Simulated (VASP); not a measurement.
# MgO (P1) in VASP: notebook

The runs below take MgO through single point, with PBEsol.

Everything below comes from runs of VASP 6.6.1. Logs are shortened: lines on timing, memory, paths and dates and some standing lists are left out, and cuts for length are marked.

### 1 The cell of the first run

The typed cell holds 16 atoms: a = 5.617 Å, b = 5.617 Å, c = 6.234 Å, α = 90.00°, β = 90.00°, γ = 100.31°.

### 2 Single point, PBEsol

File INCAR:

```
PREC = Accurate
ENCUT = 520
EDIFF = 1E-6
ISMEAR = -1
SIGMA = 0.2241
LREAL = Auto
LASPH = True
NELM = 100
ALGO = Normal
ISIF = 2
LWAVE = False
LCHARG = False
GGA = PS
NBANDS = 46
```

File KPOINTS:

```
Automatic mesh
0
Gamma
  2 2 2
  0.5 0.5 0.5
```

File POSCAR:

```
MgO
1.0
    3.5989185426      0.0000000000     -4.3129088730
    3.5989185426      0.0000000000      4.3129088730
    0.0000000001     -6.2335097682      0.0000000000
Mg O
8 8
Direct
    0.1329607335      0.8883683009      0.3375255800
    0.8771334507      0.6173857878      0.8007548212
    0.5816565355      0.3352063945      0.3534936307
    0.3705062624      0.1183806015      0.8605853202
    0.0986799364      0.4030399493      0.1359928887
    0.8896917484      0.1159267331      0.6601173581
    0.6441147369      0.8352418912      0.1709335574
    0.3938965866      0.6599330445      0.6565737686
    0.3920873255      0.6122299318      0.3414381431
    0.0934556624      0.4039551511      0.8192360628
    0.8743289370      0.1613602445      0.3530904870
    0.6417948173      0.8881028269      0.8426875381
    0.8475233375      0.6148281822      0.2092211368
    0.6142721547      0.3499575045      0.6589969620
    0.3875842888      0.1204722227      0.1530856669
    0.1662105575      0.8893779352      0.6587390014
```

Potentials or basis: VASP PAW PBE potentials, release 64 (Mg, O).

Command:

```
cat potpaw_PBE.64/Mg/POTCAR potpaw_PBE.64/O/POTCAR > POTCAR
mpirun -np 1 vasp_std > vasp.out
```

OUTCAR:

```text
PREC = Accurate
   ENCUT = 520
   EDIFF = 1E-6
   ISMEAR = -1
   LREAL = Auto
   LASPH = True
   NELM = 100
   ISIF = 2
   GGA = PS

 ion  position               nearest neighbor table
   1  0.133  0.888  0.338-  16 2.01  15 2.10  13 2.17  11 2.30   9 2.31   6 2.86   7 2.90   8 2.90
                             5 2.98   7 3.12   5 3.19   3 3.22   4 3.42   2 3.45
   2  0.877  0.617  0.801-  10 1.86  14 2.10  12 2.20  16 2.21  13 2.55   5 2.81   8 2.91   6 2.92
                             6 2.96   8 3.01   7 3.02   1 3.45   3 3.48   4 3.60   4 3.64
   3  0.582  0.335  0.353-  14 1.91  15 1.93   9 2.04  11 2.06  13 2.16   8 2.95   6 2.99   7 2.99
                             7 3.11   5 3.12   5 3.17   1 3.22   4 3.44   2 3.48   4 3.52
   4  0.371  0.118  0.861-  15 1.83  16 2.01  14 2.12  12 2.17  10 2.44   8 2.90   5 2.95   6 2.97
                             7 3.08   6 3.18   8 3.28   1 3.42   3 3.44   3 3.52   2 3.60   2 3.64
   5  0.099  0.403  0.136-  10 1.97  13 2.05  11 2.16   9 2.25  15 2.47   2 2.81   4 2.95   1 2.98
                             3 3.12   3 3.17   1 3.19   6 3.48   7 3.56   8 3.59
   6  0.890  0.116  0.660-  11 1.93  12 2.06  10 2.06  16 2.18  14 2.20   1 2.86   2 2.92   2 2.96
                             4 2.97   3 2.99   4 3.18   8 3.43   5 3.48   7 3.59
   7  0.644  0.835  0.171-  13 1.84   9 2.02  12 2.07  11 2.34  15 2.34   1 2.90   3 2.99   2 3.02
                             4 3.08   3 3.11   1 3.12   8 3.41   5 3.56   8 3.57   6 3.59
   8  0.394  0.660  0.657-  16 1.97   9 1.98  12 2.07  10 2.25  14 2.31   4 2.90   1 2.90   2 2.91
                             3 2.95   2 3.01   4 3.28   7 3.41   6 3.43   7 3.57   5 3.59
   9  0.392  0.612  0.341-   8 1.98   7 2.02   3 2.04   5 2.25   1 2.31
  10  0.093  0.404  0.819-   2 1.86   5 1.97   6 2.06   8 2.25   4 2.44
  11  0.874  0.161  0.353-   6 1.93   3 2.06   5 2.16   1 2.30   7 2.34
  12  0.642  0.888  0.843-   6 2.06   7 2.07   8 2.07   4 2.17   2 2.20
  13  0.848  0.615  0.209-   7 1.84   5 2.05   3 2.16   1 2.17   2 2.55
  14  0.614  0.350  0.659-   3 1.91   2 2.10   4 2.12   6 2.20   8 2.31
  15  0.388  0.120  0.153-   4 1.83   3 1.93   1 2.10   7 2.34   5 2.47
  16  0.166  0.889  0.659-   8 1.97   4 2.01   1 2.01   6 2.18   2 2.21

  LATTYP: Found a base centered orthorhombic cell.
 ALAT       =     7.1978370852
 B/A-ratio  =     1.1983902447
 C/A-ratio  =     0.8660254038

  Lattice vectors:

 A1 = (   3.5989185426,   0.0000000000,  -4.3129088730)
 A2 = (   3.5989185426,   0.0000000000,   4.3129088730)
 A3 = (   0.0000000001,  -6.2335097682,   0.0000000000)

Analysis of symmetry for initial positions (statically):
=====================================================================
 Subroutine PRICEL returns:
 Original cell was already a primitive cell.

 Routine SETGRP: Setting up the symmetry group for a
 base centered orthorhombic supercell.

 Subroutine GETGRP returns: Found  1 space group operations
 (whereof  1 operations were pure point group operations)
 out of a pool of  8 trial point group operations.
[... 136 lines left out ...]
   EFERMI =   0.00;   METHOD = LEGACY
   ISMEAR =    -1;   SIGMA  =   0.22  broadening in eV -4-tet -1-fermi 0-gaus
   EFERMI_NEDOS =   21; number of points for ismear=-14 and -15
   IALGO  =     38    algorithm
   IMIX   =      4    mixing-type and parameters
     AMIX     =   0.40;   BMIX     =  1.00
     AMIX_MAG =   1.60;   BMIX_MAG =  1.00
  volume/ion in A,a.u.               =      12.09        81.62
  Fermi-wavevector in a.u.,A,eV,Ry     =   1.132139  2.139433 17.439121  1.281739
  Thomas-Fermi vector in A             =   2.268840
   LORBIT       =      0    0 simple, 1 ext, 2 COOP (PROOUT), +10 PAW based schemes
   GGA     = PS    functional components
   LHFCALC =     F    Hartree Fock is set to
   AEXX    =    0.0000 exact exchange contribution
   IVDW    =     0    specifies the selected vdW correction
   LEPSILON=     F    determine dielectric tensor
   LRPA    =     F    only Hartree local field effects (RPA)
 non-spin polarized calculation
  energy-cutoff  :      520.00
  volume of cell :      193.51
 maximum number of plane-waves:      5216
 NGX is ok and might be reduce to    42
   NGX = 21   NGY = 21   NGZ = 23

 number of electron      64.0000005 magnetization

 Free energy of the ion-electron system (eV)
  ---------------------------------------------------
  ext. energy  EPLUGINS =         0.00000000
  ---------------------------------------------------
  free energy    TOTEN  =       -95.92023495 eV

  energy without entropy =      -95.91898461  energy(sigma->0) =      -95.91960978

 E-fermi :   3.4260     XC(G=0):  -9.8853

 val. band max:        1.2625292916   @ k =   0.2500  -0.2500   0.2500
 cond. band min:       5.2980221141   @ k =   0.2500  -0.2500   0.2500
 fundamental gap:      4.0354928225
 Fermi energy:         3.4260225117

 k-point     1 :       0.2500    0.2500    0.2500
  band No.  band energies     occupation
      1     -15.1934      2.00000
      2     -14.8091      2.00000
      3     -14.7118      2.00000
      4     -14.5380      2.00000
      5     -14.3743      2.00000
      6     -14.0930      2.00000
[... 177 lines left out ...]
     43      11.0909      0.00000
     44      11.5438      0.00000
 [bands above 44 left out]

------------------------ aborting loop because EDIFF is reached ----------------------------------------

  FORCE on cell =-STRESS in cart. coord.  units (eV):
  Direction    XX          YY          ZZ          XY          YZ          ZX
  --------------------------------------------------------------------------------------
  -------------------------------------------------------------------------------------
  Total      -11.9283732     -2.5542914     -3.1891431     -1.0988531      1.0605481     -0.2158917
  in kB      -98.7613143    -21.1483300    -26.4046033     -9.0979865      8.7808389     -1.7874818
  external PRESSURE =     -48.7714159 kB  Pullay stress =       0.0000000 kB

 VOLUME and BASIS-vectors are now :
 -----------------------------------------------------------------------------
  energy-cutoff  :      520.00
  volume of cell :      193.51
      direct lattice vectors                 reciprocal lattice vectors
     3.598918543  0.000000000 -4.312908873     0.138930624  0.000000000 -0.115931037
     3.598918543  0.000000000  4.312908873     0.138930624  0.000000000  0.115931037
     0.000000000 -6.233509768  0.000000000     0.000000000 -0.160423267  0.000000000

 POSITION                                       TOTAL-FORCE (eV/Angst)
 -----------------------------------------------------------------------------------
      3.67568     -2.10397      3.25800        -0.124626      0.463267     -0.067456
      5.37865     -4.99151     -1.12027        -0.421597      0.152014      1.465046
      3.29971     -2.20351     -1.06292         1.483760      0.536517     -0.263043
      1.75946     -5.36447     -1.08740         1.248845      2.402891     -0.408482
      1.80565     -0.84771      1.31268        -0.359196     -2.067153     -0.218838
      3.61914     -4.11485     -3.33718         0.324025     -0.510817      1.183390
[... 8 lines left out ...]
      1.82845     -0.95426     -1.15203        -1.407273     -1.598058      0.487992
      3.79898     -4.10626      3.11895        -0.805821     -0.347669      1.419539
 -----------------------------------------------------------------------------------
    total drift:                                0.002065      0.003061     -0.010685

  FREE ENERGIE OF THE ION-ELECTRON SYSTEM (eV)
  ---------------------------------------------------
  free  energy   TOTEN  =       -95.9202349494 eV

  energy  without entropy=      -95.9189846080  energy(sigma->0) =      -95.91960978
```

OSZICAR:

```text
N       E                     dE             d eps       ncg     rms          rms(c)
DAV:   1     0.348972178517E+03    0.34897E+03   -0.30136E+04   368   0.124E+03
DAV:   2    -0.786646523172E+02   -0.42764E+03   -0.40947E+03   464   0.266E+02
DAV:   3    -0.111138761937E+03   -0.32474E+02   -0.32264E+02   448   0.786E+01
DAV:   4    -0.111450900049E+03   -0.31214E+00   -0.31170E+00   432   0.858E+00
DAV:   5    -0.111454000137E+03   -0.31001E-02   -0.30994E-02   434   0.838E-01    0.214E+01
DAV:   6    -0.965099392980E+02    0.14944E+02   -0.62997E+01   410   0.334E+01    0.791E+00
DAV:   7    -0.961223368465E+02    0.38760E+00   -0.13756E+00   416   0.583E+00    0.430E+00
DAV:   8    -0.959242482094E+02    0.19809E+00   -0.49382E-01   448   0.462E+00    0.772E-01
DAV:   9    -0.959182037331E+02    0.60445E-02   -0.35972E-02   448   0.967E-01    0.311E-01
DAV:  10    -0.959197425351E+02   -0.15388E-02   -0.87808E-03   432   0.466E-01    0.158E-01
DAV:  11    -0.959201606863E+02   -0.41815E-03   -0.67248E-04   424   0.190E-01    0.795E-02
DAV:  12    -0.959202255168E+02   -0.64831E-04   -0.56991E-04   424   0.125E-01    0.189E-02
DAV:  13    -0.959202320697E+02   -0.65528E-05   -0.27080E-05   480   0.423E-02    0.958E-03
DAV:  14    -0.959202350957E+02   -0.30260E-05   -0.12741E-05   416   0.199E-02    0.583E-03
DAV:  15    -0.959202349494E+02    0.14629E-06   -0.34133E-06   392   0.115E-02
   1 F= -.95920235E+02 E0= -.95919610E+02  d E =-.125034E-02
```

stdout:

```text
POSCAR found type information on POSCAR MgO
 POSCAR found :  2 types and      16 ions
 scaLAPACK will be used
 -----------------------------------------------------------------------------
|                                                                             |
|                                                                             |
|     You enforced a specific xc type in the INCAR file but a different       |
|     I HOPE YOU KNOW WHAT YOU ARE DOING!                                     |
|                                                                             |
 -----------------------------------------------------------------------------

 LDA part: xc-table for (Slater+PW92), standard interpolation
 POSCAR, INCAR and KPOINTS ok, starting setup
 FFT: planning ... GRIDC
 FFT: planning ... GRID_SOFT
 FFT: planning ... GRID
 WAVECAR not read
 entering main loop
```

Wall time 3.1 min (1 thread of Intel Xeon 8259CL, shared host); peak memory 0.27 GiB.

What came out:

* Free energy: -95.9202 eV
* Pressure: -4.9 GPa
* Largest force: 2.739 eV/Å
* Band gap on the k mesh: 4.04 eV

Forces in eV/Å, atoms in the order of the input:
```
Mg  -0.125  0.463 -0.067
Mg  -0.422  0.152  1.465
Mg   1.484  0.537 -0.263
Mg   1.249  2.403 -0.408
Mg  -0.359 -2.067 -0.219
Mg   0.324 -0.511  1.183
Mg   0.429  0.037  2.143
Mg  -0.954 -0.302 -0.989
O   -0.540  0.772  1.563
O    0.426 -0.608 -2.300
O   -0.808  1.425 -2.020
O   -0.462  0.429 -1.296
O    1.631  0.956 -1.777
O    0.340 -1.739  1.078
O   -1.407 -1.598  0.488
O   -0.806 -0.348  1.420
```

Levels at points of the mesh, in eV from the valence-band top:
```csv
k point,band 30,band 31,band 32,band 33,band 34,band 35
"(0.25, 0.25, 0.25)",-0.24,-0.16,-0.01,4.46,5.73,6.11
```

Caveat: the k points lie up to 0.57 Å⁻¹ apart; the atoms stand as in a frame of molecular dynamics; the PAW data sets were made with another functional, which shifts forces and pressure a little; a shifted mesh leaves out Γ, where band edges can lie. A k mesh can miss the band edges.

(Continued in part 2 of 3.)
